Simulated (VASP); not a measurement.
Write the native input for VASP 6.6.1 that does the following.

* Task: single point
* Functional: PBE
* Dispersion: D3(BJ)
* Potentials or basis: VASP PAW PBE potentials, release 64 (B, N)
* Cutoff: 520 eV
* k mesh: 10 × 10 × 2
* Occupations: gaussian, width 0.05 eV
* Spin: no spin polarisation
* Dipole correction: no
* Further INCAR settings: ALGO = Normal; EDIFF = 1e-06; NBANDS = 26

The structure of BN lies in POSCAR:

```
BN
1.0
   -2.5039917043      0.0000000000      0.0000000000
   -1.2519958521     -2.1685204268      0.0000000000
   -1.2518706526     -0.7227678583     13.3224000000
B N
4 4
Direct
    0.0416958333      0.0416958333      0.8750000000
    0.2083458333      0.2083458333      0.3750000000
    0.6250041667      0.6250041667      0.1250000000
    0.4583541667      0.4583541667      0.6250000000
    0.2916708333      0.2916708333      0.1250000000
    0.1250208333      0.1250208333      0.6250000000
    0.3750291667      0.3750291667      0.8750000000
    0.5416791667      0.5416791667      0.3750000000
```

The input as run:

INCAR

```
SYSTEM = BN
ALGO = Normal
EDIFF = 1E-6
ENCUT = 520
GGA = PE
ISIF = 2
ISMEAR = 0
IVDW = 12
LASPH = .True.
LCHARG = .False.
LREAL = .False.
LWAVE = .False.
NBANDS = 26
NELM = 80
PREC = Accurate
SIGMA = 0.05
```

KPOINTS

```
k-points
0
Gamma
  10 10 2
  0 0 0
```

Potentials or basis: VASP PAW PBE potentials, release 64 (B, N).

Launch:

```console
$ cat potpaw_PBE.64/B/POTCAR potpaw_PBE.64/N/POTCAR > POTCAR
$ mpirun -np 1 vasp_std > vasp.out
```

It gave:

| Quantity | Value |
| --- | --- |
| Pressure | 0.8 GPa |
| Largest force | 0.056 eV/Å |
| Band gap on the k mesh | 3.93 eV (least direct gap 4.38 eV) |
| Dispersion energy per atom | -0.141 eV |

Wall time 48 s on 1 thread of Intel(R) Xeon(R) 6975P-C (Granite Rapids), with other jobs on the host, peak memory 0.24 GiB.
